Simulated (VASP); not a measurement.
# Hf: single point with LDA

Hf:

```
Hf
1.0
     3.19670    0.00000    0.00000
    -1.59835    2.76842    0.00000
     0.00000    0.00000    5.05780
Hf
2
Direct
  0.33333 0.66667 0.25000
  0.66667 0.33333 0.75000
```

* Program: VASP 6.6.1
* Task: single point
* Functional: LDA
* Potentials or basis: VASP PAW LDA potentials, release 64 (Hf_pv)
* Cutoff: 520 eV
* k mesh: 6 × 6 × 4
* Occupations: gaussian, width 0.1 eV
* Spin: no spin polarisation
* Dipole correction: no
* Further INCAR settings: ALGO = Normal; EDIFF = 1e-07; NBANDS = 17

```yaml
Pressure: -7.6 GPa
Band_gap_on_the_k_mesh: zero (bands 10 and 11 overlap by 1.25 eV)
```

Stress tensor (GPa, compression positive):
```
-7.76  0.00  0.00
 0.00 -7.76  0.00
 0.00  0.00 -7.35
```

Levels at points of the mesh, in eV from the Fermi level:
| k point | band 8 | band 9 | band 10 | band 11 | band 12 | band 13 |
| --- | --- | --- | --- | --- | --- | --- |
| (0.00, 0.00, 0.00) | -3.77 | 0.73 | 1.05 | 1.05 | 1.32 | 1.86 |
| (0.50, 0.00, 0.00) | -2.81 | -2.29 | -0.77 | 0.65 | 0.80 | 1.59 |
| (0.00, 0.00, 0.50) | -5.40 | 0.07 | 0.07 | 0.93 | 0.93 | 0.93 |
| (0.50, 0.00, 0.50) | -3.46 | -1.07 | -1.07 | 1.22 | 1.22 | 2.51 |

It took 10 s on 1 thread of Intel(R) Xeon(R) Platinum 8375C CPU @ 2.90GHz (Ice Lake), on a shared host, peak memory 0.14 GiB.

Caveat: the k points lie up to 0.38 Å⁻¹ apart, too coarse for converged energies and pressures of a metal; spin-orbit coupling is left out, which moves the levels of the heavy elements.
